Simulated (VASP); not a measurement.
# Pt (Fm-3m) in VASP: a series of runs, part 2 of 2

VASP 6.6.1.

## 3. Single point, PBEsol (strained)

The input, INCAR:

```
SYSTEM = Pt
PREC = Accurate
ENCUT = 520
EDIFF = 1E-6
ISMEAR = 0
SIGMA = 0.1
LREAL = .False.
LASPH = .True.
NELM = 60
ALGO = Normal
ISIF = 2
LWAVE = .False.
LCHARG = .False.
GGA = PS
NBANDS = 11
```

The input, KPOINTS:

```
Automatic mesh
0
Gamma
  18 18 18
  0 0 0
```

The input, POSCAR:

```
Pt
1.0
    0.0000000000      1.9844896270      1.9844896270
    1.9844896270      0.0000000000      1.9844896270
    1.9844896270      1.9844896270      0.0000000000
Pt
1
Direct
    0.0000000000      0.0000000000      0.0000000000
```

Potentials or basis: VASP PAW PBE potentials, release 64 (Pt).

Started as:

```console
$ cat potpaw_PBE.64/Pt/POTCAR > POTCAR
$ mpirun -np 1 vasp_std > vasp.out
```

OUTCAR:

```text
SYSTEM = Pt
   PREC = Accurate
   ENCUT = 520
   EDIFF = 1E-6
   ISMEAR = 0
   LREAL = .False.
   LASPH = .True.
   NELM = 60
   ISIF = 2
   GGA = PS

 ion  position               nearest neighbor table
   1  0.000  0.000  0.000-

  LATTYP: Found a face centered cubic cell.
 ALAT       =     3.9689792540

  Lattice vectors:

 A1 = (   0.0000000000,   1.9844896270,   1.9844896270)
 A2 = (   1.9844896270,   0.0000000000,   1.9844896270)
 A3 = (   1.9844896270,   1.9844896270,   0.0000000000)

Analysis of symmetry for initial positions (statically):
=====================================================================
 Subroutine PRICEL returns:
 Original cell was already a primitive cell.

 Routine SETGRP: Setting up the symmetry group for a
 face centered cubic supercell.

 Subroutine GETGRP returns: Found 48 space group operations
 (whereof 48 operations were pure point group operations)
 out of a pool of 48 trial point group operations.

The static configuration has the point symmetry O_h .

Analysis of symmetry for dynamics (positions and initial velocities):
=====================================================================
 Subroutine PRICEL returns:
 Original cell was already a primitive cell.

 Routine SETGRP: Setting up the symmetry group for a
 face centered cubic supercell.

 Subroutine GETGRP returns: Found 48 space group operations
 (whereof 48 operations were pure point group operations)
 out of a pool of 48 trial point group operations.

The dynamic configuration has the point symmetry O_h .

 Subroutine INISYM returns: Found 48 space group operations
 (whereof 48 operations are pure point group operations),
 and found     1 'primitive' translations

----------------------------------------------------------------------------------------

                                     Primitive cell

  volume of cell :      15.6306

  direct lattice vectors                    reciprocal lattice vectors
     0.000000000  1.984489627  1.984489627    -0.251953950  0.251953950  0.251953950
     1.984489627  0.000000000  1.984489627     0.251953950 -0.251953950  0.251953950
     1.984489627  1.984489627  0.000000000     0.251953950  0.251953950 -0.251953950

  length of vectors
     2.806492145  2.806492145  2.806492145     0.436397042  0.436397042  0.436397042

  position of ions in fractional coordinates (direct lattice)
     0.000000000  0.000000000  0.000000000

  ion indices of the primitive-cell ions
   primitive index   ion index
                 1           1

----------------------------------------------------------------------------------------

 KPOINTS: Automatic mesh

Automatic generation of k-mesh.
 Grid dimensions read from file:
 generate k-points for:   18   18   18

 Generating k-lattice:

  Cartesian coordinates                     Fractional coordinates (reciprocal lattice)
    -0.013997442  0.013997442  0.013997442     0.055555556  0.000000000  0.000000000
     0.013997442 -0.013997442  0.013997442     0.000000000  0.055555556  0.000000000
     0.013997442  0.013997442 -0.013997442     0.000000000  0.000000000  0.055555556

  Length of vectors
     0.024244280  0.024244280  0.024244280

  Shift w.r.t. Gamma in fractional coordinates (k-lattice)
     0.000000000  0.000000000  0.000000000

 Subroutine IBZKPT returns following result:
 ===========================================

 Found    195 irreducible k-points:

 Following reciprocal coordinates:
            Coordinates               Weight
  0.000000  0.000000  0.000000      1.000000
  0.055556  0.000000  0.000000      8.000000
  0.111111  0.000000  0.000000      8.000000
  0.166667  0.000000  0.000000      8.000000
  0.222222  0.000000  0.000000      8.000000
  0.277778  0.000000  0.000000      8.000000
[... 16 lines left out ...]
 -0.277778  0.055556  0.000000     24.000000
 -0.222222  0.055556  0.000000     24.000000
 [... further k-points ...]
   k-points           NKPTS =    195   k-points in BZ     NKDIM =    195   number of bands    NBANDS=     11
   number of dos      NEDOS =    301   number of ions     NIONS =      1
   total plane-waves  NPLWV =  13824
   dimension x,y,z NGX =    24 NGY =   24 NGZ =   24
   dimension x,y,z NGXF=    48 NGYF=   48 NGZF=   48
   ions per type =               1
   NGX,Y,Z   is equivalent  to a cutoff of  14.22, 14.22, 14.22 a.u.
   NGXF,Y,Z  is equivalent  to a cutoff of  28.43, 28.43, 28.43 a.u.
 SYSTEM =  Pt
   PREC   = accura    normal or accurate (medium, high low for compatibility)
   ISTART =      0    job   : 0-new  1-cont  2-samecut
   ICHARG =      2    charge: 1-file 2-atom 10-const
   ISPIN  =      1    spin polarized calculation?
   LNONCOLLINEAR =      F non collinear calculations
   LSORBIT =      F    spin-orbit coupling
   LASPH  =      T    aspherical Exc in radial PAW
   ENCUT  =  520.0 eV  38.22 Ry    6.18 a.u.   5.22  5.22  5.22*2*pi/ulx,y,z
   NELM   =     60;   NELMIN=  2; NELMDL= -5     # of ELM steps
   EDIFF  = 0.1E-05   stopping-criterion for ELM
   LREAL  =      F    real-space projection
   EDIFFG = 0.1E-04   stopping-criterion for IOM
   NSW    =      0    number of steps for IOM
   IBRION =     -1    ionic relax: 0-MD 1-quasi-New 2-CG
   NFREE  =      0    steps in history (QN), initial steepest desc. (CG)
   ISIF   =      2    stress and relaxation
   ISYM   =      2    0-nonsym 1-usesym 2-fastsym
   POTIM  = 0.5000    time-step for ionic-motion
   TEBEG  =    0.0;   TEEND  =   0.0 temperature during run
   PSTRESS=    0.0 pullay stress
   NELECT =      10.0000    total number of electrons
   NUPDOWN=      -1.0000    fix difference up-down
   EMIN   =  10.00;   EMAX   =-10.00  energy-range for DOS
   EFERMI =   0.00;   METHOD = LEGACY
   ISMEAR =     0;   SIGMA  =   0.10  broadening in eV -4-tet -1-fermi 0-gaus
   EFERMI_NEDOS =   21; number of points for ismear=-14 and -15
   IALGO  =     38    algorithm
   IMIX   =      4    mixing-type and parameters
     AMIX     =   0.40;   BMIX     =  1.00
     AMIX_MAG =   1.60;   BMIX_MAG =  1.00
  volume/ion in A,a.u.               =      15.63       105.48
  Fermi-wavevector in a.u.,A,eV,Ry     =   1.410639  2.665722 27.074280  1.989903
  Thomas-Fermi vector in A             =   2.532573
   LORBIT       =      0    0 simple, 1 ext, 2 COOP (PROOUT), +10 PAW based schemes
   GGA     = PS    functional components
   LHFCALC =     F    Hartree Fock is set to
   AEXX    =    0.0000 exact exchange contribution
   IVDW    =     0    specifies the selected vdW correction
   LEPSILON=     F    determine dielectric tensor
   LRPA    =     F    only Hartree local field effects (RPA)
 non-spin polarized calculation
 Gauss-broadening in eV      SIGMA  =   0.10
  energy-cutoff  :      520.00
  volume of cell :       15.63
 maximum number of plane-waves:       444
 NGX is ok and might be reduce to    24
   NGX = 11   NGY = 11   NGZ = 11

 number of electron      10.0000002 magnetization

 Free energy of the ion-electron system (eV)
  ---------------------------------------------------
  ext. energy  EPLUGINS =         0.00000000
  ---------------------------------------------------
  free energy    TOTEN  =        -6.94505450 eV

  energy without entropy =       -6.93373382  energy(sigma->0) =       -6.93939416

 E-fermi :  10.4189     XC(G=0): -13.4174

 val. band max:       10.4166462461   @ k =  -0.3333   0.3889   0.1111
 cond. band min:      10.4230457580   @ k =   0.3889   0.2778   0.0000
 fundamental gap:      0.0063995119
 Fermi energy:        10.4189258381

 k-point     1 :       0.0000    0.0000    0.0000
  band No.  band energies     occupation
      1       0.5227      2.00000
      2       6.8280      2.00000
      3       6.8280      2.00000
      4       6.8280      2.00000
      5       8.8815      2.00000
      6       8.8815      2.00000
      7      25.1363      0.00000
      8      29.8908      0.00000
      9      29.8908      0.00000
     10      29.8908      0.00000
     11      35.0612      0.00000
[... 309 lines left out ...]
 k-point    24 :      -0.2222    0.0556    0.0000
  band No.  band energies     occupation
      1       2.5158      2.00000
      2       6.3569      2.00000
      3       7.2047      2.00000
      4       7.2693      2.00000
      5       8.7000      2.00000
      6       9.3413      2.00000
      7      23.8527      0.00000
      8      26.8694      0.00000
      9      31.0643      0.00000
     10      32.5866      0.00000
     11      33.7980      0.00000

 [... further k-points ...]

------------------------ aborting loop because EDIFF is reached ----------------------------------------

  FORCE on cell =-STRESS in cart. coord.  units (eV):
  Direction    XX          YY          ZZ          XY          YZ          ZX
  --------------------------------------------------------------------------------------
  -------------------------------------------------------------------------------------
  Total       -1.0178701     -1.0178701     -1.0178701      0.0000000      0.0000000      0.0000000
  in kB     -104.3341389   -104.3341389   -104.3341389      0.0000000      0.0000000      0.0000000
  external PRESSURE =    -104.3341389 kB  Pullay stress =       0.0000000 kB

 VOLUME and BASIS-vectors are now :
 -----------------------------------------------------------------------------
  energy-cutoff  :      520.00
  volume of cell :       15.63
      direct lattice vectors                 reciprocal lattice vectors
     0.000000000  1.984489627  1.984489627    -0.251953950  0.251953950  0.251953950
     1.984489627  0.000000000  1.984489627     0.251953950 -0.251953950  0.251953950
     1.984489627  1.984489627  0.000000000     0.251953950  0.251953950 -0.251953950

 POSITION                                       TOTAL-FORCE (eV/Angst)
 -----------------------------------------------------------------------------------
      0.00000      0.00000      0.00000         0.000000      0.000000     -0.000000
 -----------------------------------------------------------------------------------
    total drift:                                0.000000     -0.000000     -0.000000

  FREE ENERGIE OF THE ION-ELECTRON SYSTEM (eV)
  ---------------------------------------------------
  free  energy   TOTEN  =        -6.9450544973 eV

  energy  without entropy=       -6.9337338199  energy(sigma->0) =       -6.93939416
```

OSZICAR:

```text
N       E                     dE             d eps       ncg     rms          rms(c)
DAV:   1     0.392694459529E+02    0.39269E+02   -0.53523E+03  4373   0.844E+02
DAV:   2    -0.678020485453E+01   -0.46050E+02   -0.44186E+02  4946   0.176E+02
DAV:   3    -0.740580203487E+01   -0.62560E+00   -0.62057E+00  5042   0.195E+01
DAV:   4    -0.740820792980E+01   -0.24059E-02   -0.24056E-02  4923   0.143E+00
DAV:   5    -0.740822738062E+01   -0.19451E-04   -0.19452E-04  5019   0.119E-01    0.120E+01
DAV:   6    -0.698889503637E+01    0.41933E+00   -0.10358E+00  4608   0.791E+00    0.607E+00
DAV:   7    -0.694905934462E+01    0.39836E-01   -0.14517E-01  4968   0.286E+00    0.251E+00
DAV:   8    -0.694536454771E+01    0.36948E-02   -0.58251E-03  4638   0.690E-01    0.666E-01
DAV:   9    -0.694505079531E+01    0.31375E-03   -0.28022E-04  4758   0.149E-01    0.324E-02
DAV:  10    -0.694505431640E+01   -0.35211E-05   -0.44782E-06  5313   0.150E-02    0.572E-03
DAV:  11    -0.694505449729E+01   -0.18088E-06   -0.55276E-08  2631   0.226E-03
   1 F= -.69450545E+01 E0= -.69393942E+01  d E =-.113207E-01
```

Wall time 19 s (1 thread of AMD EPYC 9R45 (Zen 5), shared host); peak memory 0.14 GiB.

What came out:

| Item | Value |
| --- | --- |
| Free energy | -6.9451 eV |
| Pressure | -10.4 GPa |
| Band gap on the k mesh | zero (band 5 reaches 10.88 eV, above the bottom of band 6 at 8.78 eV) |

Caveat: the cell differs from its parent crystal (strained); the PAW data sets were made with another functional, which shifts forces and pressure a little; spin-orbit coupling is left out, which moves the levels of the heavy elements.

## 4. Single point, PBEsol (strained)

The input, INCAR:

```
SYSTEM = Pt
PREC     = Accurate       ! precision mode
ENCUT    = 520            ! plane-wave cutoff, eV
EDIFF    = 1E-6           ! SCF threshold, eV
ISMEAR   = 0              ! smearing method
SIGMA    = 0.1            ! smearing width, eV
LREAL    = .FALSE.        ! projectors in reciprocal space
LASPH    = .TRUE.         ! aspherical terms in the spheres
NELM     = 60             ! most SCF steps
ALGO     = Fast           ! electronic algorithm
ISIF     = 2              ! what is computed and relaxed
LWAVE    = .FALSE.        ! write WAVECAR
LCHARG   = .TRUE.         ! write CHGCAR
GGA      = PS             ! functional
LELF     = .TRUE.         ! ELF
LVHAR    = .TRUE.       
NBANDS   = 11             ! bands
```

The input, KPOINTS:

```
Automatic mesh
0
G
  18 18 18
  0 0 0
```

The input, POSCAR:

```
Pt
1.0
    0.0000000000      1.9922155730      1.9922155730
    1.9922155730      0.0000000000      1.9922155730
    1.9922155730      1.9922155730      0.0000000000
Pt
1
Direct
    0.0000000000      0.0000000000      0.0000000000
```

Started as:

```console
$ cat potpaw_PBE.64/Pt/POTCAR > POTCAR
$ mpirun -np 1 vasp_std > vasp.out
```

Run time: 23 s. Hardware: 1 thread of AMD EPYC 9R45 (Zen 5), shared host; peak memory 0.13 GiB.

The run converged. Its results:

```yaml
Free_energy: -6.9318 eV
Pressure: -13.1 GPa
Band_gap_on_the_k_mesh: zero (band 5 reaches 10.65 eV, above the bottom of band 6 at 8.60 eV)
```

Levels at points of the mesh, in eV from the Fermi level:
| k point | band 1 | band 2 | band 3 | band 4 | band 5 | band 6 | band 7 | band 8 | band 9 | band 10 |
| --- | --- | --- | --- | --- | --- | --- | --- | --- | --- | --- |
| (0.00, 0.00, 0.00) | -9.77 | -3.52 | -3.52 | -3.52 | -1.51 | -1.51 | 14.74 | 19.43 | 19.43 | 19.43 |
| (0.50, 0.00, 0.00) | -6.88 | -3.57 | -3.57 | -0.35 | 0.03 | 0.03 | 5.45 | 14.28 | 18.61 | 18.61 |
| (0.50, 0.50, 0.00) | -6.60 | -6.16 | 0.01 | 0.44 | 0.44 | 1.80 | 8.32 | 11.18 | 11.18 | 19.51 |

Caveat: the cell differs from its parent crystal (strained); the PAW data sets were made with another functional, which shifts forces and pressure a little; spin-orbit coupling is left out, which moves the levels of the heavy elements.

## 5. Single point, PBEsol (strained)

The input, INCAR:

```
SYSTEM = Pt
  PREC = Accurate
  ENCUT = 520
  EDIFF = 1E-6
  ISMEAR = 0
  SIGMA = 0.1
  LREAL = .FALSE.
  LASPH = .TRUE.
  NELM = 100
  ALGO = Fast
  ISIF = 2
  LWAVE = .FALSE.
  LCHARG = .FALSE.
  GGA = PS
  NBANDS = 11
```

The input, KPOINTS:

```
regular mesh
0
G
  18 18 18
  0 0 0
```

The input, POSCAR:

```
Pt
1.0
    0.0000000000      2.0339435250      2.0339435250
    2.0339435250      0.0000000000      2.0339435250
    2.0339435250      2.0339435250      0.0000000000
Pt
1
Direct
    0.0000000000      0.0000000000      0.0000000000
```

Started as:

```console
$ cat potpaw_PBE.64/Pt/POTCAR > POTCAR
$ mpirun -np 1 vasp_std > vasp.out
```

It took 22 s on 1 thread of AMD EPYC 9R45 (Zen 5), shared host; peak memory 0.13 GiB.

The run converged. Its results:

```
Free energy            : -6.8120 eV
Pressure               : -24.1 GPa
Band gap on the k mesh : zero (band 5 reaches 9.49 eV, above the bottom of band 6 at 7.66 eV)
```

Levels at points of the mesh, in eV from the Fermi level:
```csv
k point,band 1,band 2,band 3,band 4,band 5,band 6,band 7,band 8,band 9,band 10
"(0.00, 0.00, 0.00)",-9.11,-3.18,-3.18,-3.18,-1.36,-1.36,14.86,19.20,19.20,19.20
"(0.50, 0.00, 0.00)",-6.29,-3.22,-3.22,-0.10,0.02,0.02,5.01,14.38,18.15,18.15
"(0.50, 0.50, 0.00)",-5.97,-5.58,0.00,0.39,0.39,1.93,7.71,10.98,10.98,18.78
```

Caveat: the cell differs from its parent crystal (strained); the PAW data sets were made with another functional, which shifts forces and pressure a little; spin-orbit coupling is left out, which moves the levels of the heavy elements.

## 6. The runs side by side

```csv
cell,gap on the mesh (eV),pressure (GPa)
"a = 2.773 Å, angles 60.0°, 1 atom",none,-1.2
"a = 2.806 Å, angles 60.0°, 1 atom",none,-10.4
"a = 2.817 Å, angles 60.0°, 1 atom",none,-13.1
"a = 2.876 Å, angles 60.0°, 1 atom",none,-24.1
```

Alike in all rows: task single point; level PBEsol; potentials or basis VASP PAW PBE potentials, release 64 (Pt); no spin polarisation; k mesh 18 × 18 × 18; cutoff (eV) 520; smearing gaussian 0.1 eV.

Caveats: the PAW data sets were made with another functional, which shifts forces and pressure a little; spin-orbit coupling is left out, which moves the levels of the heavy elements.

Absolute energies hang on the potentials; compare differences alone.
